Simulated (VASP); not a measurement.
Runs of VASP 6.6.1 on Zr3SnSe. The structure is that of space group Pm-3m (No. 221), or close to it. The cells are those of the table. The cell was built from a structure type or drawn by symmetry, and may not be a known phase.

| task | spin | cell | cutoff (eV) | gap on the mesh (eV) | pressure (GPa) |
| --- | --- | --- | --- | --- | --- |
| single point | off | a = 5.307 Å, 5 atoms | 520 | none | 0.4 |
| single point | off | a = 4.696 Å, 5 atoms | 520 | none | 47.3 |
| relaxation of cell and atoms | off | relaxed from a = 4.696 Å, 5 atoms | 600 | none | 0.1 |
| single point | collinear | a = 5.307 Å, 5 atoms | 520 | none | (a) |

Alike in all rows: level PBE; potentials or basis VASP PAW PBE potentials, release 64 (Zr_sv, Sn_d, Se); k mesh 4 × 4 × 4; smearing gaussian 0.1 eV.

Problem. Fill in the values left out.

Solution. (a) 0.9.

Caveats: spin-orbit coupling is left out, which moves the levels of the heavy elements; the cell stands under pressure (at least some runs).

A k mesh can miss the band edges, and the runs leave out spin-orbit coupling on Se, Sn, Zr.

A gap of «none» marks levels without a gap at the run's occupations.
